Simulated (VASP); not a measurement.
Input of a VASP 6.6.1 run:

INCAR

```
PREC     = Accurate       # precision mode
ENCUT    = 520            # plane-wave cutoff, eV
EDIFF    = 1E-7           # SCF threshold, eV
ISMEAR   = -1             # smearing method
SIGMA    = 0.1            # smearing width, eV
LREAL    = False          # projectors in reciprocal space
LASPH    = True           # aspherical terms in the spheres
NELM     = 60             # most SCF steps
ALGO     = Normal         # electronic algorithm
ISIF     = 2              # what is computed and relaxed
LWAVE    = False          # write WAVECAR
LCHARG   = False          # write CHGCAR
GGA      = PE             # functional
NBANDS   = 12             # bands
```

File KPOINTS:

```
regular mesh
0
Gamma
  15 15 15
```

The input POSCAR:

```
Zn
1.0
    0.0000000000      2.0167721236      2.0167721236
    2.0167721236      0.0000000000      2.0167721236
    2.0167721236      2.0167721236      0.0000000000
Zn
1
Direct
    0.0000000000      0.0000000000      0.0000000000
```

Potentials or basis: VASP PAW PBE potentials, release 64 (Zn).

Launch:

```bash
$ cat potpaw_PBE.64/Zn/POTCAR > POTCAR
$ mpirun -np 1 vasp_std > vasp.out
```

(1) Estimate the pressure.

(2) What does it give for the band gap on the k mesh?

Answers

(1) -4.2 GPa.

(2) zero (band 6 reaches 4.24 eV, above the bottom of band 7 at 1.22 eV).
